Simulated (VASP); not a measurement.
# Ta: relaxation of cell and atoms with PBEsol

The system is Ta.

```
Ta
1.0
    -1.64111    1.64111    1.64111
     1.64111   -1.64111    1.64111
     1.64111    1.64111   -1.64111
Ta
1
Direct
  0.00000 0.00000 0.00000
```

```json
{"Program": "VASP 6.6.1", "Task": "relaxation of cell and atoms", "Functional": "PBEsol", "Potentials or basis": "VASP PAW PBE potentials, release 64 (Ta_pv)", "Cutoff": "600 eV", "k mesh": "24 × 24 × 24", "Occupations": "fermi-dirac, width 0.1 eV", "Spin": "no spin polarisation", "Target pressure": "7 GPa", "Dipole correction": "no", "Further INCAR settings": "ALGO = Normal; EDIFF = 1e-06; IBRION = 2; EDIFFG = -0.002; NSW = 100; ISIF = 3"}
```

* Relaxed volume: 17.15 Å³/atom
* Relaxed cell: a = 2.814 Å, b = 2.814 Å, c = 2.814 Å, α = 109.47°, β = 109.47°, γ = 109.47°
* Space group after relaxing (to 0.05 Å): Im-3m (No. 229)
* Energy change on relaxing (the enthalpy is what falls): +11.7 meV/atom
* Ionic steps: 7
* Pressure after relaxing: 7.0 GPa

The path:
```tsv
step	energy change (eV)	largest force (eV/Å)	pressure (GPa)	volume (Å³)
1	0.0000	0.0000	0.20	17.68
2	0.1532	0.0000	28.75	15.83
3	0.0110	0.0000	6.78	17.16
4	0.0117	0.0000	6.97	17.15
5	0.0121	0.0000	7.12	17.14
6	0.0109	0.0000	6.78	17.16
7	0.0117	0.0000	6.98	17.15
```

Final structure:
```
Ta
1.0
    -1.62444    1.62444    1.62444
     1.62444   -1.62444    1.62444
     1.62444    1.62444   -1.62444
Ta
1
Direct
  0.00000 0.00000 0.00000
```

Levels at points of the mesh, in eV from the Fermi level:
```csv
k point,band 3,band 4,band 5,band 6,band 7,band 8,band 9
"(0.00, 0.00, 0.00)",-32.83,-8.12,0.71,0.71,0.71,4.16,4.16
"(0.50, 0.00, 0.00)",-32.84,-4.62,-1.71,1.85,4.08,5.17,8.30
"(0.50, 0.50, 0.50)",-33.79,-4.12,-4.12,7.25,7.25,7.25,9.12
```

Wall time 3.1 min on 1 thread of AMD EPYC 9R45 (Zen 5), with other jobs on the host, peak memory 0.19 GiB.

Caveat: the cell is relaxed towards a set pressure, so the enthalpy falls and the energy may rise; the PAW data sets were made with another functional, which shifts forces and pressure a little; spin-orbit coupling is left out, which moves the levels of the heavy elements.
